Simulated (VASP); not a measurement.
Au:

```xyz
1
Lattice="0.0000 2.0618 2.0618 2.0618 0.0000 2.0618 2.0618 2.0618 0.0000" Properties=species:S:1:pos:R:3 pbc="T T T"
Au    0.0000    0.0000    0.0000
```

Base run:

| Quantity | Value |
| --- | --- |
| Program | VASP 6.6.1 |
| Functional | revPBE |
| Dispersion | D3(BJ) |
| Potentials or basis | VASP PAW PBE potentials, release 64 (Au) |
| Cutoff | 520 eV |
| k mesh | 11 × 11 × 11 |
| Occupations | fermi-dirac, width 0.05 eV |
| Spin | no spin polarisation |

Its results: pressure -5.4 GPa.

Q: The run is repeated on the same cell with these changes: functional from revPBE to PBEsol. What comes out?

A: Pressure -10.8 GPa.

PBEsol binds more tightly than revPBE, so the same cell stands under less pressure.

Caveats: the PAW data sets were made with another functional, which shifts forces and pressure a little; pairwise dispersion overbinds metals, which lowers pressure and volume.
